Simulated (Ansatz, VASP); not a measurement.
One calculation of C, two programs

File INCAR:

```
ALGO = Normal ; EDIFF = 1E-7
ENCUT = 520 ; GGA = CA
ISIF = 2 ; ISMEAR = 0
LASPH = True ; LCHARG = True
LELF = True ; LREAL = False
LVHAR = True ; LWAVE = False
NBANDS = 26 ; NELM = 60
PREC = Accurate ; SIGMA = 0.03
```

The input KPOINTS:

```
k-points
0
Gamma
  15 15 3
```

The input POSCAR:

```
C
1.0
   -1.2226660053     -2.1164534110      0.0000000000
    1.2226660053     -2.1164534110      0.0000000000
    0.4075553351     -1.6461304308     13.4515291704
C
8
Direct
    0.3055186559      0.2638519893      0.1250000000
    0.7499631004      0.6249631004      0.3750000000
    0.1944075448     -0.0139257885      0.6250000000
    0.6388519893      0.3471853226      0.8750000000
    0.6389257885      0.5972591219      0.1250000000
    0.0833702330     -0.0416297670      0.3750000000
    0.5278146774      0.3194813441      0.6250000000
   -0.0277408781     -0.3194075448      0.8750000000
```

Input for Ansatz:

```yaml
crystal:
  lattice:
    - [-1.2226660053, -2.116453411, 0.0]
    - [1.2226660053, -2.116453411, 0.0]
    - [0.4075553351, -1.6461304308, 13.4515291704]
  atoms:
    - { symbol: C, position: [0.3055186559, 0.2638519893, 0.125] }
    - { symbol: C, position: [0.7499631004, 0.6249631004, 0.375] }
    - { symbol: C, position: [0.1944075448, -0.0139257885, 0.625] }
    - { symbol: C, position: [0.6388519893, 0.3471853226, 0.875] }
    - { symbol: C, position: [0.6389257885, 0.5972591219, 0.125] }
    - { symbol: C, position: [0.083370233, -0.041629767, 0.375] }
    - { symbol: C, position: [0.5278146774, 0.3194813441, 0.625] }
    - { symbol: C, position: [-0.0277408781, -0.3194075448, 0.875] }
basis:
  ecutwfc: 520.0
kpoints:
  mp_grid: { grid: [15, 15, 3] }
hamiltonian:
  xc: lda
  pseudopotentials: { kind: paw, azcp: { folder: soft_1 } }
scf:
  occupations: { method: gaussian, width: 0.03 }
output:
  forces: true
  stress: true
  eigenvalues: true
```

Alike in both runs: task single point; functional LDA; k mesh 15 × 15 × 3; occupations gaussian, width 0.03 eV; no spin polarisation.

```csv
,VASP,Ansatz
version,VASP 6.6.1,Ansatz 0.2.0
potentials or method,"VASP PAW LDA potentials, release 64 (C), cutoff 520 eV","scalar-relativistic, plane waves, PAW"
valence electrons in the cell,32,32
```

|  | VASP | Ansatz | Ansatz less VASP |
| --- | --- | --- | --- |
| gap on the k mesh at the Fermi level (eV) | 0.12 | 0.12 | 0.000 |
| least direct gap on the mesh (eV) | 0.12 | 0.12 | 0.000 |
| pressure (GPa) | 0.9 | 0.0 | -0.90 |
| traceless stress, the component that is largest in VASP (GPa) | -0.87 | 0.15 | +1.021 |
| rms of the force components (eV/Å) | 0.009 | 0.009 | 0.0000 |

Ansatz warns that its potentials were made for another functional, while VASP's fit it. LDA's correlation is that of Perdew and Zunger in VASP and of Perdew and Wang (1992) in Ansatz. Atom by atom the forces differ by 0.000 eV/Å (rms over components).
